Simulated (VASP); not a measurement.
Input of a VASP 6.6.1 run:

INCAR

```
  PREC = Accurate
  ENCUT = 520
  EDIFF = 1E-6
  ISMEAR = -1
  SIGMA = 0.05
  LREAL = F
  LASPH = T
  NELM = 80
  ALGO = Normal
  ISIF = 2
  LWAVE = F
  LCHARG = F
  GGA = CA
  NBANDS = 8
```

The input KPOINTS:

```
Automatic mesh
0
Gamma
  18 18 18
```

File POSCAR:

```
Al
1.0
    0.0000000000      1.9917790140      1.9917790140
    1.9917790140      0.0000000000      1.9917790140
    1.9917790140      1.9917790140      0.0000000000
Al
1
Direct
    0.0000000000      0.0000000000      0.0000000000
```

Potentials or basis: VASP PAW LDA potentials, release 64 (Al).

Run with:

```sh
$ cat potpaw_LDA.64/Al/POTCAR > POTCAR
$ mpirun -np 1 vasp_std > vasp.out
```

(1) Predict the pressure.

Results:

(1) 0.1 GPa.
